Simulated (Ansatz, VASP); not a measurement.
## One calculation of B6As, two programs

```
B As
1.0
     3.06142    1.76751    3.94791
    -3.06142    1.76751    3.94791
     0.00000   -3.53502    3.94791
B As
12 2
Direct
  0.01566 0.01566 0.32469
  0.01566 0.32469 0.01566
  0.82179 0.27260 0.82179
  0.82179 0.82179 0.27260
  0.27260 0.82179 0.82179
  0.72740 0.17821 0.17821
  0.17821 0.72740 0.17821
  0.17821 0.17821 0.72740
  0.98434 0.67531 0.98434
  0.98434 0.98434 0.67531
  0.67531 0.98434 0.98434
  0.32469 0.01566 0.01566
  0.60080 0.60080 0.60080
  0.39920 0.39920 0.39920
```

Alike in both runs: task single point; functional PBEsol; k mesh 6 × 6 × 6; occupations gaussian, width 0.02 eV; no spin polarisation.

|  | VASP | Ansatz |
| --- | --- | --- |
| version | VASP 6.6.1 | Ansatz 0.2.0 |
| potentials or method | VASP PAW PBE potentials, release 64 (B, As), cutoff 520 eV | scalar-relativistic, plane waves, PAW |
| valence electrons in the cell | 46 | 66 |

```csv
,VASP,Ansatz,Ansatz less VASP
gap on the k mesh at the Fermi level (eV),2.62,2.62,-0.004
least direct gap on the mesh (eV),2.66,2.65,-0.004
pressure (GPa),0.6,0.0,-0.64
"traceless stress, the component that is largest in VASP (GPa)",-0.11,0.01,+0.116
rms of the force components (eV/Å),0.016,0.001,-0.0142
```

VASP's potentials were made for PBE, not for PBEsol. Atom by atom the forces differ by 0.016 eV/Å (rms over components). VASP's potentials hold 46 valence electrons a cell and Ansatz's 66, so a difference there can come from the potentials and not from the codes.
